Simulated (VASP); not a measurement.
Here is a VASP 6.6.1 calculation.

INCAR

```
PREC     = Accurate       # precision mode
ENCUT    = 520            # plane-wave cutoff, eV
EDIFF    = 1E-6           # SCF threshold, eV
ISMEAR   = 0              # smearing method
SIGMA    = 0.2            # smearing width, eV
LREAL    = F              # projectors in reciprocal space
LASPH    = T              # aspherical terms in the spheres
NELM     = 150            # most SCF steps
ALGO     = Normal         # electronic algorithm
ISIF     = 2              # what is computed and relaxed
LWAVE    = F              # write WAVECAR
LCHARG   = F              # write CHGCAR
ISPIN    = 2              # spin polarisation
MAGMOM   = 0 2 0 0 0 0    # initial moments
LORBIT   = 11             # projections on sites
LMAXMIX  = 4              # l up to which the mixer works
GGA      = PE             # functional
NBANDS   = 38             # bands
```

Contents of KPOINTS:

```
Automatic mesh
0
Gamma
  4 4 2
```

The input POSCAR:

```
NbVTe4
1.0
    3.1254686834     -3.6842339825      0.0000000000
    3.1254686834      3.6842339825      0.0000000000
    0.0000000000      0.0000000000      6.9496757916
Nb V Te
1 1 4
Direct
    0.0000000000      0.0000000000      0.5000000000
    0.0000000000      0.0000000000      0.0000000000
    0.5000000000      0.0000000000      0.7450203429
    0.0000000000      0.5000000000      0.2549796571
    0.5000000000      0.0000000000      0.2549796571
    0.0000000000      0.5000000000      0.7450203429
```

Potentials or basis: VASP PAW PBE potentials, release 64 (Nb_sv, V_sv, Te).

Launch:

```bash
$ cat potpaw_PBE.64/Nb_sv/POTCAR potpaw_PBE.64/V_sv/POTCAR potpaw_PBE.64/Te/POTCAR > POTCAR
$ mpirun -np 1 vasp_std > vasp.out
```

Question: What does it give for the net moment?

Answer: 2.22 μB per cell.

Question: Predict the site moments.

Answer: Nb -0.35; V +2.52; Te -0.04 μB.

Question: Predict the largest force.

Answer: 0.046 eV/Å.

Stress tensor (GPa, compression positive):
```
 0.26  0.00  0.00
 0.00  0.53  0.00
 0.00  0.00 -0.49
```

Caveat: the k points lie up to 0.45 Å⁻¹ apart.
